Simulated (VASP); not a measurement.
# Zr (P6_3/mmc) in VASP: single point with PBEsol

Aim: the single point of Zr with PBEsol.

All numbers are computed with VASP 6.6.1; they aren't measurements. Logs are shortened: lines on timing, memory, paths and dates and some standing lists are left out, and cuts for length are marked.

### Step 1. The cell of the first run

It takes space group P6_3/mmc (No. 194, hexagonal). The conventional cell has a = 3.168 Å, b = 3.168 Å, c = 10.321 Å, α = 90.00°, β = 90.00°, γ = 120.00°. Zr (site symmetry -3m) has 12 Zr at 3.16 to 3.17 Å within 4.2 Å. Within 4.2 Å of Zr (site symmetry -6m2) lie 12 Zr at 3.16 to 3.17 Å.

### Step 2. Single point, PBEsol

INCAR reads:

```
ALGO     = Fast           # electronic algorithm
EDIFF    = 1E-6           # SCF threshold, eV
ENCUT    = 520            # plane-wave cutoff, eV
GGA      = PS             # functional
ISIF     = 2              # what is computed and relaxed
ISMEAR   = 0              # smearing method
LASPH    = True           # aspherical terms in the spheres
LCHARG   = True           # write CHGCAR
LELF     = True           # ELF
LREAL    = False          # projectors in reciprocal space
LVHAR    = True         
LWAVE    = False          # write WAVECAR
NBANDS   = 32             # bands
NELM     = 80             # most SCF steps
PREC     = Accurate       # precision mode
SIGMA    = 0.1            # smearing width, eV
```

KPOINTS reads:

```
k-points
0
Gamma
  18 18 6
```

POSCAR reads:

```
Zr
1.0
    3.1680502124      0.0000000000      0.0000000000
   -1.5840251062      2.7436119644      0.0000000000
    0.0000000000      0.0000000000     10.3206744286
Zr
4
Direct
    0.0000000000      0.0000000000      0.0000000000
    0.0000000000      0.0000000000      0.5000000000
    0.3333333333      0.6666666667      0.7500000000
    0.6666666667      0.3333333333      0.2500000000
```

Potentials or basis: VASP PAW PBE potentials, release 64 (Zr_sv).

Command:

```console
cat potpaw_PBE.64/Zr_sv/POTCAR > POTCAR
mpirun -np 1 vasp_std > vasp.out
```

OUTCAR:

```text
EDIFF = 1E-6
   ENCUT = 520
   GGA = PS
   ISIF = 2
   ISMEAR = 0
   LASPH = True
   LREAL = False
   NELM = 80
   PREC = Accurate

 ion  position               nearest neighbor table
   1  0.000  0.000  0.000-   3 3.16   4 3.16   3 3.16   4 3.16   4 3.16   3 3.16
   2  0.000  0.000  0.500-   3 3.16   4 3.16   3 3.16   4 3.16   4 3.16   3 3.16
   3  0.333  0.667  0.750-   1 3.16   2 3.16   1 3.16   2 3.16   1 3.16   2 3.16
   4  0.667  0.333  0.250-   1 3.16   2 3.16   1 3.16   2 3.16   1 3.16   2 3.16

  LATTYP: Found a hexagonal cell.
 ALAT       =     3.1680502124
 C/A-ratio  =     3.2577370107

  Lattice vectors:

 A1 = (   3.1680502124,   0.0000000000,   0.0000000000)
 A2 = (  -1.5840251062,   2.7436119644,   0.0000000000)
 A3 = (   0.0000000000,   0.0000000000,  10.3206744286)

Analysis of symmetry for initial positions (statically):
=====================================================================
 Subroutine PRICEL returns:
 Original cell was already a primitive cell.

 Routine SETGRP: Setting up the symmetry group for a
 hexagonal supercell.

 Subroutine GETGRP returns: Found 24 space group operations
 (whereof 12 operations were pure point group operations)
 out of a pool of 24 trial point group operations.

The static configuration has the point symmetry D_3d.
 The point group associated with its full space group is D_6h.

Analysis of symmetry for dynamics (positions and initial velocities):
=====================================================================
 Subroutine PRICEL returns:
 Original cell was already a primitive cell.

 Routine SETGRP: Setting up the symmetry group for a
 hexagonal supercell.

 Subroutine GETGRP returns: Found 24 space group operations
 (whereof 12 operations were pure point group operations)
 out of a pool of 24 trial point group operations.

The dynamic configuration has the point symmetry D_3d.
 The point group associated with its full space group is D_6h.

 Subroutine INISYM returns: Found 24 space group operations
 (whereof 12 operations are pure point group operations),
 and found     1 'primitive' translations

----------------------------------------------------------------------------------------

                                     Primitive cell

  volume of cell :      89.7063

  direct lattice vectors                    reciprocal lattice vectors
     3.168050212  0.000000000  0.000000000     0.315651563  0.182241515  0.000000000
    -1.584025106  2.743611964  0.000000000     0.000000000  0.364483029  0.000000000
     0.000000000  0.000000000 10.320674429     0.000000000  0.000000000  0.096892893

  length of vectors
     3.168050212  3.168050212 10.320674429     0.364483029  0.364483029  0.096892893

  position of ions in fractional coordinates (direct lattice)
     0.000000000  0.000000000  0.000000000
     0.000000000  0.000000000  0.500000000
     0.333333333  0.666666667  0.750000000
     0.666666667  0.333333333  0.250000000

  ion indices of the primitive-cell ions
   primitive index   ion index
                 1           1
                 2           2
                 3           3
                 4           4

----------------------------------------------------------------------------------------

 KPOINTS: k-points

Automatic generation of k-mesh.
 Grid dimensions read from file:
 generate k-points for:   18   18    6

 Generating k-lattice:

  Cartesian coordinates                     Fractional coordinates (reciprocal lattice)
     0.017536198  0.010124529  0.000000000     0.055555556 -0.000000000  0.000000000
     0.000000000  0.020249057  0.000000000     0.000000000  0.055555556  0.000000000
     0.000000000  0.000000000  0.016148815     0.000000000  0.000000000  0.166666667

  Length of vectors
     0.020249057  0.020249057  0.016148815

  Shift w.r.t. Gamma in fractional coordinates (k-lattice)
     0.000000000  0.000000000  0.000000000

 Subroutine IBZKPT returns following result:
 ===========================================

 Found    148 irreducible k-points:

 Following reciprocal coordinates:
            Coordinates               Weight
  0.000000  0.000000  0.000000      1.000000
  0.055556  0.000000  0.000000      6.000000
  0.111111  0.000000  0.000000      6.000000
  0.166667  0.000000  0.000000      6.000000
  0.222222  0.000000  0.000000      6.000000
  0.277778  0.000000  0.000000      6.000000
[... 16 lines left out ...]
  0.333333  0.111111  0.000000     12.000000
  0.388889  0.111111  0.000000     12.000000
 [... further k-points ...]
   k-points           NKPTS =    148   k-points in BZ     NKDIM =    148   number of bands    NBANDS=     32
   number of dos      NEDOS =    301   number of ions     NIONS =      4
   total plane-waves  NPLWV =  46080
   dimension x,y,z NGX =    24 NGY =   24 NGZ =   80
   dimension x,y,z NGXF=    48 NGYF=   48 NGZF=  160
   ions per type =               4
   NGX,Y,Z   is equivalent  to a cutoff of  12.59, 12.59, 12.89 a.u.
   NGXF,Y,Z  is equivalent  to a cutoff of  25.19, 25.19, 25.77 a.u.
 SYSTEM =  unknown system
   PREC   = accura    normal or accurate (medium, high low for compatibility)
   ISTART =      0    job   : 0-new  1-cont  2-samecut
   ICHARG =      2    charge: 1-file 2-atom 10-const
   ISPIN  =      1    spin polarized calculation?
   LNONCOLLINEAR =      F non collinear calculations
   LSORBIT =      F    spin-orbit coupling
   LASPH  =      T    aspherical Exc in radial PAW
   ENCUT  =  520.0 eV  38.22 Ry    6.18 a.u.   5.89  5.89 19.19*2*pi/ulx,y,z
   NELM   =     80;   NELMIN=  2; NELMDL= -5     # of ELM steps
   EDIFF  = 0.1E-05   stopping-criterion for ELM
   LREAL  =      F    real-space projection
   EDIFFG = 0.1E-04   stopping-criterion for IOM
   NSW    =      0    number of steps for IOM
   IBRION =     -1    ionic relax: 0-MD 1-quasi-New 2-CG
   NFREE  =      0    steps in history (QN), initial steepest desc. (CG)
   ISIF   =      2    stress and relaxation
   ISYM   =      2    0-nonsym 1-usesym 2-fastsym
   POTIM  = 0.5000    time-step for ionic-motion
   TEBEG  =    0.0;   TEEND  =   0.0 temperature during run
   PSTRESS=    0.0 pullay stress
   NELECT =      48.0000    total number of electrons
   NUPDOWN=      -1.0000    fix difference up-down
   EMIN   =  10.00;   EMAX   =-10.00  energy-range for DOS
   EFERMI =   0.00;   METHOD = LEGACY
   ISMEAR =     0;   SIGMA  =   0.10  broadening in eV -4-tet -1-fermi 0-gaus
   EFERMI_NEDOS =   21; number of points for ismear=-14 and -15
   IALGO  =     68    algorithm
   IMIX   =      4    mixing-type and parameters
     AMIX     =   0.40;   BMIX     =  1.00
     AMIX_MAG =   1.60;   BMIX_MAG =  1.00
  volume/ion in A,a.u.               =      22.43       151.34
  Fermi-wavevector in a.u.,A,eV,Ry     =   1.329069  2.511577 24.033675  1.766425
  Thomas-Fermi vector in A             =   2.458259
   LORBIT       =      0    0 simple, 1 ext, 2 COOP (PROOUT), +10 PAW based schemes
   GGA     = PS    functional components
   LHFCALC =     F    Hartree Fock is set to
   AEXX    =    0.0000 exact exchange contribution
   IVDW    =     0    specifies the selected vdW correction
   LEPSILON=     F    determine dielectric tensor
   LRPA    =     F    only Hartree local field effects (RPA)
 non-spin polarized calculation
 RMM-DIIS sequential band-by-band and
 Gauss-broadening in eV      SIGMA  =   0.10
  energy-cutoff  :      520.00
  volume of cell :       89.71
 maximum number of plane-waves:      2438
 NGX is ok and might be reduce to    24
   NGX = 11   NGY = 11   NGZ = 39

 number of electron      48.0000000 magnetization

 Free energy of the ion-electron system (eV)
  ---------------------------------------------------
  ext. energy  EPLUGINS =         0.00000000
  ---------------------------------------------------
  free energy    TOTEN  =       -36.15597830 eV

  energy without entropy =      -36.12397794  energy(sigma->0) =      -36.13997812

 E-fermi :   9.2073     XC(G=0): -11.3747

 val. band max:        9.2064709198   @ k =   0.1111   0.1111   0.1667
 cond. band min:       9.2099688254   @ k =   0.3333   0.1111   0.0000
 fundamental gap:      0.0034979055
 Fermi energy:         9.2073299500

 k-point     1 :       0.0000    0.0000    0.0000
  band No.  band energies     occupation
      1     -39.3671      2.00000
      2     -39.3025      2.00000
      3     -39.2606      2.00000
      4     -39.1944      2.00000
      5     -17.9507      2.00000
      6     -17.4236      2.00000
[... 24 lines left out ...]
     31      10.6743      0.00000
     32      10.6743      0.00000

 k-point     2 :       0.0556    0.0000    0.0000
  band No.  band energies     occupation
      1     -39.3628      2.00000
      2     -39.2993      2.00000
      3     -39.2574      2.00000
      4     -39.1923      2.00000
      5     -17.9399      2.00000
      6     -17.4255      2.00000
[... 24 lines left out ...]
     31      10.6751      0.00000
     32      10.7514      0.00000

 k-point     3 :       0.1111    0.0000    0.0000
  band No.  band energies     occupation
      1     -39.3502      2.00000
      2     -39.2899      2.00000
      3     -39.2480      2.00000
      4     -39.1862      2.00000
      5     -17.9084      2.00000
      6     -17.4350      2.00000
[... 24 lines left out ...]
     31      10.7989      0.00000
     32      10.9789      0.00000

 k-point     4 :       0.1667    0.0000    0.0000
  band No.  band energies     occupation
      1     -39.3307      2.00000
      2     -39.2754      2.00000
      3     -39.2336      2.00000
      4     -39.1770      2.00000
      5     -17.8582      2.00000
      6     -17.4685      2.00000
[... 654 lines left out ...]
     31      11.9368      0.00000
     32      12.2495      0.00000

 k-point    23 :       0.3333    0.1111    0.0000
  band No.  band energies     occupation
      1     -39.2225      2.00000
      2     -39.2020      2.00000
      3     -39.1604      2.00000
      4     -39.1398      2.00000
      5     -17.8288      2.00000
      6     -17.7707      2.00000
[... 24 lines left out ...]
     31      11.8580      0.00000
     32      12.9433      0.00000

 k-point    24 :       0.3889    0.1111    0.0000
  band No.  band energies     occupation
      1     -39.2066      2.00000
      2     -39.1930      2.00000
      3     -39.1514      2.00000
      4     -39.1376      2.00000
      5     -17.8852      2.00000
      6     -17.8183      2.00000
[... 24 lines left out ...]
     31      11.8074      0.00000
     32      13.6661      0.00000

 [... further k-points ...]

------------------------ aborting loop because EDIFF is reached ----------------------------------------

  FORCE on cell =-STRESS in cart. coord.  units (eV):
  Direction    XX          YY          ZZ          XY          YZ          ZX
  --------------------------------------------------------------------------------------
  -------------------------------------------------------------------------------------
  Total        0.0290761      0.0290761      0.0363758      0.0000000      0.0000000      0.0000000
  in kB        0.5193072      0.5193072      0.6496809      0.0000000      0.0000000      0.0000000
  external PRESSURE =       0.5627651 kB  Pullay stress =       0.0000000 kB

 VOLUME and BASIS-vectors are now :
 -----------------------------------------------------------------------------
  energy-cutoff  :      520.00
  volume of cell :       89.71
      direct lattice vectors                 reciprocal lattice vectors
     3.168050212  0.000000000  0.000000000     0.315651563  0.182241515  0.000000000
    -1.584025106  2.743611964  0.000000000     0.000000000  0.364483029  0.000000000
     0.000000000  0.000000000 10.320674429     0.000000000  0.000000000  0.096892893

 POSITION                                       TOTAL-FORCE (eV/Angst)
 -----------------------------------------------------------------------------------
      0.00000      0.00000      0.00000        -0.000000      0.000000      0.000000
      0.00000      0.00000      5.16034        -0.000000      0.000000      0.000000
     -0.00000      1.82907      7.74051         0.000000     -0.000000      0.000000
      1.58403      0.91454      2.58017        -0.000000      0.000000     -0.000000
 -----------------------------------------------------------------------------------
    total drift:                                0.000000     -0.000000     -0.000000

  FREE ENERGIE OF THE ION-ELECTRON SYSTEM (eV)
  ---------------------------------------------------
  free  energy   TOTEN  =       -36.1559782985 eV

  energy  without entropy=      -36.1239779424  energy(sigma->0) =      -36.13997812
```

It took 10 min on 1 thread of Intel Xeon Platinum 8488C (Sapphire Rapids), shared host; peak memory 0.42 GiB.

What came out:

```
Free energy            : -36.1560 eV
Pressure               : 0.1 GPa
Band gap on the k mesh : zero (bands 24 and 25 overlap by 1.45 eV)
```

Levels at points of the mesh, in eV from the Fermi level:
| k point | band 22 | band 23 | band 24 | band 25 | band 26 | band 27 |
| --- | --- | --- | --- | --- | --- | --- |
| (0.00, 0.00, 0.00) | 0.02 | 0.76 | 0.76 | 0.89 | 0.89 | 0.94 |
| (0.50, 0.00, 0.00) | -1.38 | -1.19 | -0.11 | 0.20 | 0.74 | 1.33 |
| (0.00, 0.00, 0.50) | 0.48 | 0.55 | 0.55 | 0.93 | 0.93 | 0.93 |
| (0.50, 0.00, 0.50) | -1.99 | -0.07 | -0.07 | 0.96 | 0.96 | 1.19 |

Caveat: the PAW data sets were made with another functional, which shifts forces and pressure a little.
